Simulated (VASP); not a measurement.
Al3As, 4 atoms in the cell. Symmetry: Pm-3m, No. 221, cubic system. The conventional cell has a = 4.143 Å, b = 4.143 Å, c = 4.143 Å, α = 90.00°, β = 90.00°, γ = 90.00°. Within 3.9 Å of Al (site symmetry 4/mmm) lie 8 Al at 2.93 Å and 4 As at 2.93 Å. As (site symmetry m-3m) has 12 Al at 2.93 Å within 3.9 Å. 

```yaml
Program: VASP 6.6.1
Task: relaxation of cell and atoms
Functional: PBE
Potentials_or_basis: VASP PAW PBE potentials, release 64 (Al, As)
Cutoff: 600 eV
k_mesh: 12 × 12 × 12
Occupations: gaussian, width 0.1 eV
Spin: no spin polarisation
Dipole_correction: no
Further_INCAR_settings: ALGO = Fast; EDIFF = 1e-06; IBRION = 2; EDIFFG = -0.01; NSW = 100; ISIF = 3
```

Potentials or basis: VASP PAW PBE potentials, release 64 (Al, As).

Run with:

```sh
$ cat potpaw_PBE.64/Al/POTCAR potpaw_PBE.64/As/POTCAR > POTCAR
$ mpirun -np 1 vasp_std > vasp.out
```

Hardware: 1 thread of Intel(R) Xeon(R) Platinum 8259CL CPU @ 2.50GHz (Skylake/Cascade Lake), with other jobs on the host.

Question: Estimate the wall time of this run.

Answer: It took 95 s on 1 thread of Intel(R) Xeon(R) Platinum 8259CL CPU @ 2.50GHz (Skylake/Cascade Lake), on a shared host, peak memory 0.26 GiB. Counts: scf iterations 18, k points 84, ion steps 2.
